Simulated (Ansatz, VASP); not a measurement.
# Two plane-wave programs on Si3N4

```xyz
14
Lattice="-3.2374 3.2374 3.2050 3.2374 -3.2374 3.2050 3.2374 3.2374 -3.2050" Properties=species:S:1:pos:R:3 pbc="T T T"
Si    2.4253    3.2374   -1.6025
Si   -1.6187    2.4307    3.2050
Si    0.8121    3.2374    1.6025
Si    1.6187    0.8066    3.2050
Si    3.2374   -1.6187    2.4037
Si    3.2374    1.6187    0.8012
N     1.8160    1.8198    1.7964
N     0.2011   -0.1973    3.0110
N     1.4214    4.6549   -1.4085
N     3.0363    0.1973   -0.1939
N    -1.4214    1.4176    4.6135
N     0.2011    0.1973    0.1939
N     4.6587   -1.4176    1.4085
N    -0.2011    3.0400    0.1939
```

Change from the starting cell: z stretched by -1 %, ions relaxed.

Alike in both runs: functional PBE; k mesh 6 × 6 × 6; occupations fermi-dirac, width 0.02 eV; no spin polarisation.

Ansatz relaxed the structure, and its values are those at the end. VASP's run is a single point on that final structure, the one shown.

```csv
,VASP,Ansatz
version,VASP 6.6.1,Ansatz 0.2.0
potentials or method,"VASP PAW PBE potentials, release 64 (Si, N)","plane-wave PAW, scalar-relativistic"
plane-wave cutoff (eV),520,420
valence electrons in the cell,64,64
```

|  | VASP | Ansatz | Ansatz less VASP |
| --- | --- | --- | --- |
| gap on the k mesh at the Fermi level (eV) | 4.11 | 4.11 | +0.005 |
| pressure (GPa) | 4.2 | 4.5 | +0.29 |
| rms of the force components (eV/Å) | 0.006 | 0.005 | -0.0011 |

Ansatz's warnings: stress scf threshold loose.
